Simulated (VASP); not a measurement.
A run of VASP 6.6.1 is set up as follows.

Contents of INCAR:

```
SYSTEM = Te
ALGO = Normal
EDIFF = 1E-6
ENCUT = 520
GGA = RE
ISIF = 2
ISMEAR = -1
LASPH = .TRUE.
LCHARG = .FALSE.
LREAL = .FALSE.
LWAVE = .FALSE.
NBANDS = 20
NELM = 100
PREC = Accurate
SIGMA = 0.1
```

File KPOINTS:

```
k-points
0
G
  10 10 5
  0 0 0
```

Contents of POSCAR:

```
Te
1.0
    4.4603940382      0.0000000000      0.0000000000
   -2.2301970190      3.8628145480      0.0000000000
    0.0000000000      0.0000000000      8.6307550996
Te
4
Direct
    0.0000000000      1.0000000000      0.0000000000
    0.0000000000      1.0000000000      0.5000000000
    0.3333333333      0.6666666667      0.2500000000
    0.6666666667      0.3333333333      0.7500000000
```

Potentials or basis: VASP PAW PBE potentials, release 64 (Te).

Command:

```bash
$ cat potpaw_PBE.64/Te/POTCAR > POTCAR
$ mpirun -np 1 vasp_std > vasp.out
```

**Question.** What does it give for the pressure?

**Answer.** -3.9 GPa.

**Question.** Estimate the band gap on the k mesh.

**Answer.** Zero (bands 12 and 13 overlap by 1.53 eV).

Stress tensor (GPa, compression positive):
```
-3.47  0.00  0.00
 0.00 -3.47  0.00
 0.00  0.00 -4.71
```

Caveat: the cell stands under tension; the PAW data sets were made with another functional, which shifts forces and pressure a little; spin-orbit coupling is left out, which moves the levels of the heavy elements.
